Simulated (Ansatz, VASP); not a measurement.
**One calculation of Ti, two programs**

Contents of INCAR:

```
PREC = Accurate ; ENCUT = 520
EDIFF = 1E-6 ; ISMEAR = 0
SIGMA = 0.1 ; LREAL = F
LASPH = T ; NELM = 60
ALGO = Fast ; ISIF = 2
LWAVE = F ; LCHARG = T
GGA = PE ; LELF = T
LVHAR = T ; NBANDS = 19
```

File KPOINTS:

```
regular mesh
0
Gamma
  14 14 8
```

File POSCAR:

```
Ti
1.0
    3.1164662397     -0.0779389435     -0.0281429796
   -1.6257302248      2.7279447903      0.0663932426
   -0.0447044400      0.0959692800      4.7304232800
Ti
2
Direct
    0.3260126859      0.6795914936      0.2562462655
    0.6739873141      0.3204085064      0.7437537345
```

Input for Ansatz:

```yaml
crystal:
  lattice:
    - [3.1164662397, -0.0779389435, -0.0281429796]
    - [-1.6257302248, 2.7279447903, 0.0663932426]
    - [-0.04470444, 0.09596928, 4.73042328]
  atoms:
    - { symbol: Ti, position: [0.3260126859, 0.6795914936, 0.2562462655] }
    - { symbol: Ti, position: [0.6739873141, 0.3204085064, 0.7437537345] }
basis:
  ecutwfc: 420
kpoints:
  mp_grid: { grid: [14, 14, 8] }
hamiltonian:
  xc: pbe
scf:
  occupations: { method: gaussian, width: 0.1 }
output:
  forces: true
  stress: true
  eigenvalues: true
```

Change from the starting cell: all atoms moved at random, cell strained at random.

Alike in both runs: task single point; functional PBE; k mesh 14 × 14 × 8; occupations gaussian, width 0.1 eV; no spin polarisation.

```csv
,VASP,Ansatz
version,VASP 6.6.1,Ansatz 0.2.0
potentials or method,"VASP PAW PBE potentials, release 64 (Ti_sv), cutoff 520 eV","scalar-relativistic, plane waves, PAW"
valence electrons in the cell,24,24
```

```csv
,VASP,Ansatz,Ansatz less VASP
gap on the k mesh at the Fermi level (eV),none,none,-
pressure (GPa),-11.2,-11.1,+0.15
"traceless stress, the component that is largest in VASP (GPa)",2.76,2.78,+0.025
rms of the force components (eV/Å),0.149,0.150,+0.0010
```

Atom by atom the forces differ by 0.001 eV/Å (rms over components). A gap of «none» marks a metal or a gap that the smearing closes. With one functional, cell and mesh, what is left measures potentials, basis and numerics.
